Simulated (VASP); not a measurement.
Crystal: TiB.

```xyz
2
Lattice="2.2400 0.0000 0.0000 0.0000 2.2400 0.0000 0.0000 0.0000 3.0240" Properties=species:S:1:pos:R:3 pbc="T T T"
Ti    0.0000    0.0000    0.0000
B     1.1200    1.1200    1.5120
```

```yaml
Program: VASP 6.6.1
Task: relaxation of cell and atoms
Functional: PBEsol
Potentials_or_basis: VASP PAW PBE potentials, release 64 (Ti_sv, B)
Cutoff: 600 eV
k_mesh: 8 × 8 × 6
Occupations: gaussian, width 0.1 eV
Spin: no spin polarisation
```

At the start: pressure 110.8 GPa; volume 7.59 Å³/atom.

Task: How do energy, volume and symmetry change on relaxing?

Result: Over 10 steps the energy falls by 758.1 meV/atom and the volume is 10.34 Å³/atom (+36.2 %); space group P4/mmm (No. 123, to 0.05 Å).

Step by step:
```csv
step,energy change (eV),largest force (eV/Å),pressure (GPa),volume (Å³)
1,0.0000,0.0000,110.75,15.17
2,-0.1284,0.0000,-35.42,29.84
3,-1.4891,0.0000,-4.10,21.07
4,-1.4935,0.0000,-1.53,20.78
5,-1.4939,0.0000,-0.35,20.66
6,-1.5129,0.0000,0.17,20.64
7,-1.5161,0.0000,0.54,20.62
8,-1.5161,0.0000,0.57,20.61
9,-1.5161,0.0000,-0.47,20.72
10,-1.5162,0.0000,0.01,20.67
```

Final structure:
```
CELL_PARAMETERS angstrom
2.54012 0.00000 0.00000
0.00000 2.54012 0.00000
0.00000 0.00000 3.20386
ATOMIC_POSITIONS crystal
Ti 0.00000 0.00000 0.00000
B 0.50000 0.50000 0.50000
```

Caveat: the volume moved by over 15 % at a fixed basis, so the end points are rough; the PAW data sets were made with another functional, which shifts forces and pressure a little.
